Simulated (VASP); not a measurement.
# GaN (P6_3mc) in VASP: elastic constants with PBEsol

Aim: the elastic constants of GaN with PBEsol.

All numbers are computed with VASP 6.6.1; they aren't measurements. Logs are shortened: lines on timing, memory, paths and dates and some standing lists are left out, and cuts for length are marked.

### 1 The cell of the first run

It takes space group P6_3mc (No. 186, hexagonal). The conventional cell has a = 3.183 Å, b = 3.183 Å, c = 5.185 Å, α = 90.00°, β = 90.00°, γ = 120.00°. Ga (site symmetry 3m) has 4 N at 1.95 Å within 2.6 Å. N (site symmetry 3m) has 4 Ga at 1.95 Å within 2.6 Å.

### 2 Elastic constants, PBEsol

Contents of INCAR:

```
PREC = Accurate
ENCUT = 600
EDIFF = 1E-8
ISMEAR = 0
SIGMA = 0.01
LREAL = False
LASPH = True
NELM = 80
ALGO = Normal
ISIF = 3
LWAVE = False
LCHARG = False
GGA = PS
IBRION = 6
NFREE = 2
POTIM = 0.015
NSW = 1
```

Contents of KPOINTS:

```
Automatic mesh
0
Gamma
  12 12 6
```

Contents of POSCAR:

```
GaN
1.0
    3.1825784917      0.0000000000      0.0000000000
   -1.5912892459      2.7561938234      0.0000000000
    0.0000000000      0.0000000000      5.1854260794
Ga N
2 2
Direct
    0.3333333333      0.6666666667     -0.0008058930
    0.6666666667      0.3333333333      0.4991941070
    0.3333333333      0.6666666667      0.3758058930
    0.6666666667      0.3333333333      0.8758058930
```

Potentials or basis: VASP PAW PBE potentials, release 64 (Ga_d, N).

Run with:

```sh
$ cat potpaw_PBE.64/Ga_d/POTCAR potpaw_PBE.64/N/POTCAR > POTCAR
$ mpirun -np 1 vasp_std > vasp.out
```

OUTCAR:

```text
PREC = Accurate
   ENCUT = 600
   EDIFF = 1E-8
   ISMEAR = 0
   LREAL = False
   LASPH = True
   NELM = 80
   ISIF = 3
   GGA = PS
   IBRION = 6
   NFREE = 2
   POTIM = 0.015
   NSW = 1

 ion  position               nearest neighbor table
   1  0.333  0.667  0.999-   4 1.95   4 1.95   4 1.95   3 1.95
   2  0.667  0.333  0.499-   3 1.95   3 1.95   3 1.95   4 1.95
   3  0.333  0.667  0.376-   2 1.95   2 1.95   2 1.95   1 1.95
   4  0.667  0.333  0.876-   1 1.95   1 1.95   1 1.95   2 1.95

  LATTYP: Found a hexagonal cell.
 ALAT       =     3.1825784917
 C/A-ratio  =     1.6293160068

  Lattice vectors:

 A1 = (   3.1825784917,   0.0000000000,   0.0000000000)
 A2 = (  -1.5912892459,   2.7561938234,   0.0000000000)
 A3 = (   0.0000000000,   0.0000000000,   5.1854260794)

Analysis of symmetry for initial positions (statically):
=====================================================================
 Subroutine PRICEL returns:
 Original cell was already a primitive cell.

 Routine SETGRP: Setting up the symmetry group for a
 hexagonal supercell.

 Subroutine GETGRP returns: Found 12 space group operations
 (whereof  6 operations were pure point group operations)
 out of a pool of 24 trial point group operations.

The static configuration has the point symmetry C_3v.
 The point group associated with its full space group is C_6v.

Analysis of symmetry for dynamics (positions and initial velocities):
=====================================================================
 Subroutine PRICEL returns:
 Original cell was already a primitive cell.

 Routine SETGRP: Setting up the symmetry group for a
 hexagonal supercell.

 Subroutine GETGRP returns: Found 12 space group operations
 (whereof  6 operations were pure point group operations)
 out of a pool of 24 trial point group operations.

The dynamic configuration has the point symmetry C_3v.
 The point group associated with its full space group is C_6v.

 Subroutine INISYM returns: Found 12 space group operations
 (whereof  6 operations are pure point group operations),
 and found     1 'primitive' translations

----------------------------------------------------------------------------------------

                                     Primitive cell

  volume of cell :      45.4855

  direct lattice vectors                    reciprocal lattice vectors
     3.182578492  0.000000000  0.000000000     0.314210632  0.181409593  0.000000000
    -1.591289246  2.756193823  0.000000000     0.000000000  0.362819186  0.000000000
     0.000000000  0.000000000  5.185426079     0.000000000  0.000000000  0.192848183

  length of vectors
     3.182578492  3.182578492  5.185426079     0.362819186  0.362819186  0.192848183

  position of ions in fractional coordinates (direct lattice)
     0.333333333  0.666666667  0.999194107
     0.666666667  0.333333333  0.499194107
     0.333333333  0.666666667  0.375805893
     0.666666667  0.333333333  0.875805893

  ion indices of the primitive-cell ions
   primitive index   ion index
                 1           1
                 2           2
                 3           3
                 4           4

----------------------------------------------------------------------------------------

 KPOINTS: Automatic mesh

Automatic generation of k-mesh.
 Grid dimensions read from file:
 generate k-points for:   12   12    6

 Generating k-lattice:

  Cartesian coordinates                     Fractional coordinates (reciprocal lattice)
     0.026184219  0.015117466  0.000000000     0.083333333  0.000000000  0.000000000
     0.000000000  0.030234932  0.000000000     0.000000000  0.083333333  0.000000000
     0.000000000  0.000000000  0.032141364     0.000000000  0.000000000  0.166666667

  Length of vectors
     0.030234932  0.030234932  0.032141364

  Shift w.r.t. Gamma in fractional coordinates (k-lattice)
     0.000000000  0.000000000  0.000000000

[... 62 lines left out ...]
   NUPDOWN=      -1.0000    fix difference up-down
   EMIN   =  10.00;   EMAX   =-10.00  energy-range for DOS
   EFERMI =   0.00;   METHOD = LEGACY
   ISMEAR =     0;   SIGMA  =   0.01  broadening in eV -4-tet -1-fermi 0-gaus
   EFERMI_NEDOS =   21; number of points for ismear=-14 and -15
   IALGO  =     38    algorithm
   IMIX   =      4    mixing-type and parameters
     AMIX     =   0.40;   BMIX     =  1.00
     AMIX_MAG =   1.60;   BMIX_MAG =  1.00
  volume/ion in A,a.u.               =      11.37        76.74
  Fermi-wavevector in a.u.,A,eV,Ry     =   1.514321  2.861651 31.200438  2.293168
  Thomas-Fermi vector in A             =   2.623994
   LORBIT       =      0    0 simple, 1 ext, 2 COOP (PROOUT), +10 PAW based schemes
   GGA     = PS    functional components
   LHFCALC =     F    Hartree Fock is set to
   AEXX    =    0.0000 exact exchange contribution
   IVDW    =     0    specifies the selected vdW correction
   LEPSILON=     F    determine dielectric tensor
   LRPA    =     F    only Hartree local field effects (RPA)
 finite differences with symmetry
 non-spin polarized calculation
 Gauss-broadening in eV      SIGMA  =   0.01
  energy-cutoff  :      600.00
  volume of cell :       45.49
 maximum number of plane-waves:      1538
 NGX is ok and might be reduce to    28
   NGX = 13   NGY = 13   NGZ = 21

--------------------------------------- Ionic step        1  -------------------------------------------

 number of electron      35.9999996 magnetization

 Free energy of the ion-electron system (eV)
  ---------------------------------------------------
  ext. energy  EPLUGINS =         0.00000000
  ---------------------------------------------------
  free energy    TOTEN  =       -26.27218758 eV

  energy without entropy =      -26.27218758  energy(sigma->0) =      -26.27218758

------------------------ aborting loop because EDIFF is reached ----------------------------------------

  FORCE on cell =-STRESS in cart. coord.  units (eV):
  Direction    XX          YY          ZZ          XY          YZ          ZX
  --------------------------------------------------------------------------------------
  -------------------------------------------------------------------------------------
  Total       -0.1116094     -0.1116094     -0.1007293      0.0000000      0.0000000      0.0000000
  in kB       -3.9313153     -3.9313153     -3.5480770      0.0000000      0.0000000      0.0000000
  external PRESSURE =      -3.8035692 kB  Pullay stress =       0.0000000 kB
[... 95 lines left out ...]
  FREE ENERGIE OF THE ION-ELECTRON SYSTEM (eV)
  ---------------------------------------------------
  free  energy   TOTEN  =       -26.2605008513 eV

  energy  without entropy=      -26.2605008513  energy(sigma->0) =      -26.26050085

[... ionic steps 4 to 18 ...]

--------------------------------------- Ionic step       19  -------------------------------------------

 number of electron      35.9999996 magnetization

------------------------ aborting loop because EDIFF is reached ----------------------------------------
[... 71 lines left out ...]
--------------------------------------- Ionic step       21  -------------------------------------------

 number of electron      35.9999996 magnetization

 Free energy of the ion-electron system (eV)
  ---------------------------------------------------
  ext. energy  EPLUGINS =         0.00000000
  ---------------------------------------------------
  free energy    TOTEN  =       -26.27017644 eV

  energy without entropy =      -26.27017644  energy(sigma->0) =      -26.27017644

 E-fermi :   5.2963     XC(G=0): -11.9287

 val. band max:        5.2439003186   @ k =   0.0000   0.0000   0.0000
 cond. band min:       7.1277888184   @ k =   0.0000   0.0000   0.0000
 fundamental gap:      1.8838884997
 Fermi energy:         5.2962502118

 k-point     1 :       0.0000    0.0000    0.0000
  band No.  band energies     occupation
      1     -10.7819      2.00000
      2      -9.8086      2.00000
      3      -8.1731      2.00000
      4      -8.1529      2.00000
      5      -8.1529      2.00000
      6      -8.0882      2.00000
[... 589 lines left out ...]
     21      12.2453      0.00000
     22      13.4129      0.00000

 [... further k-points ...]

------------------------ aborting loop because EDIFF is reached ----------------------------------------

  FORCE on cell =-STRESS in cart. coord.  units (eV):
  Direction    XX          YY          ZZ          XY          YZ          ZX
  --------------------------------------------------------------------------------------
  -------------------------------------------------------------------------------------
  Total       -0.1851447     -0.1851447      0.0561782      0.0000000      0.0000000      0.0000000
  in kB       -6.5215140     -6.5215140      1.9788138      0.0000000      0.0000000      0.0000000
  external PRESSURE =      -3.6880714 kB  Pullay stress =       0.0000000 kB
[... 19 lines left out ...]
  FREE ENERGIE OF THE ION-ELECTRON SYSTEM (eV)
  ---------------------------------------------------
  free  energy   TOTEN  =       -26.2701764357 eV

  energy  without entropy=      -26.2701764357  energy(sigma->0) =      -26.27017644

 INTERNAL STRAIN TENSORS FROM STRAINED CELLS
 ============================================

 INTERNAL STRAIN TENSOR FOR ION    1 for displacements in x,y,z  (eV/Angst):
          X           Y           Z          XY          YZ          ZX
  --------------------------------------------------------------------------------
  x     0.00000    -0.00000     0.00000    -7.81613     0.00000    -5.30973
  y    -7.85282     7.88107    -0.00000    -0.00006    -5.30661    -0.00009
  z    -5.14110    -5.14700     9.73372    -0.00021     0.00424    -0.00004

 INTERNAL STRAIN TENSORS FROM DISPLACED ATOMS
 ============================================

 INTERNAL STRAIN TENSOR FOR ION    1 for displacements in x,y,z  (eV/Angst):
          X           Y           Z          XY          YZ          ZX
  --------------------------------------------------------------------------------
  x     0.00000    -0.00000     0.00000    -7.82825     0.00000    -5.31663
  y    -7.82825     7.82825     0.00000    -0.00000    -5.31660     0.00000
  z    -5.10236    -5.10236     9.68987     0.00000     0.00000     0.00000

 INTERNAL STRAIN TENSOR FOR ION    4 for displacements in x,y,z  (eV/Angst):
          X           Y           Z          XY          YZ          ZX
  --------------------------------------------------------------------------------
  x    -0.00000     0.00000     0.00000     9.19290    -0.00000     5.30227
  y     9.19290    -9.19290    -0.00000     0.00000     5.30225    -0.00000
  z     5.14330     5.14330    -9.67027    -0.00000    -0.00000    -0.00000

 Eigenvectors and eigenvalues of the dynamical matrix
 ----------------------------------------------------

   1 f  =   20.278667 THz   127.414622 2PiTHz  676.423520 cm-1    83.865790 meV
             X         Y         Z           dx          dy          dz
     -0.000000  1.837463  5.181247    -0.000000   -0.000000    0.033657
      1.591289  0.918731  2.588534    -0.000000   -0.000000   -0.033657
     -0.000000  1.837463  1.948714    -0.000000   -0.000000   -0.706305
      1.591289  0.918731  4.541427     0.000000    0.000000    0.706305
[... 71 lines left out ...]
  12 f/i=    0.003269 THz     0.020542 2PiTHz    0.109053 cm-1     0.013521 meV
             X         Y         Z           dx          dy          dz
     -0.000000  1.837463  5.181247    -0.054508    0.642915    0.000000
      1.591289  0.918731  2.588534    -0.054508    0.642915    0.000000
     -0.000000  1.837463  1.948714    -0.024439    0.288257    0.000000
      1.591289  0.918731  4.541427    -0.024439    0.288257    0.000000

--------------------------------------------------------------------------------------------------------

 ELASTIC MODULI CONTR FROM IONIC RELAXATION (kBar)
 Direction    XX          YY          ZZ          XY          YZ          ZX
 --------------------------------------------------------------------------------
 XX        -600.1334    279.3448    303.0800      0.0000     -0.0000     -0.0000
 YY         279.3448   -600.1334    303.0800      0.0000      0.0000      0.0000
 ZZ         303.0800    303.0800   -572.6979     -0.0000      0.0000      0.0000
 XY           0.0000      0.0000     -0.0000   -439.7391     -0.0000     -0.0000
 YZ          -0.0000      0.0000      0.0000     -0.0000   -158.2680      0.0000
 ZX          -0.0000      0.0000      0.0000     -0.0000      0.0000   -158.2697
 --------------------------------------------------------------------------------

 TOTAL ELASTIC MODULI (kBar)
 Direction    XX          YY          ZZ          XY          YZ          ZX
 --------------------------------------------------------------------------------
 XX        3438.9527   1263.7990    907.1277     -0.0000     -0.0000     -0.0000
 YY        1263.7990   3438.9527    907.1277     -0.0000      0.0000      0.0000
 ZZ         907.1277    907.1277   3824.0678     -0.0000      0.0000      0.0000
 XY          -0.0000     -0.0000     -0.0000   1087.5769     -0.0000     -0.0000
 YZ          -0.0000      0.0000      0.0000     -0.0000    917.0837     -0.0000
 ZX          -0.0000      0.0000      0.0000     -0.0000     -0.0000    917.0823
 --------------------------------------------------------------------------------
```

It took 2 h on 1 thread of Oxide Virtual Turin-like, shared host; peak memory 0.8 GiB.

Results:

- Voigt bulk modulus: 187 GPa
- Highest phonon frequency at Γ, LO-TO splitting left out: 676 cm⁻¹

Phonon frequencies in cm⁻¹ (negative: imaginary):
```
              q point                                frequencies
(0.000, 0.000, 0.000)  0 0 0 137 137 327 519 541 541 550 550 676
```

Elastic tensor in Voigt notation (GPa, in the Cartesian axes of the cell as first typed):
```
344 126  91   0   0   0
126 344  91   0   0   0
 91  91 382   0   0   0
  0   0   0  92   0   0
  0   0   0   0  92   0
  0   0   0   0   0 109
```

Clamped-ion elastic tensor (GPa):
```
404  98  60   0   0   0
 98 404  60   0   0   0
 60  60 440   0   0   0
  0   0   0 108   0   0
  0   0   0   0 108   0
  0   0   0   0   0 153
```

Caveat: the PAW data sets were made with another functional, which shifts forces and pressure a little.
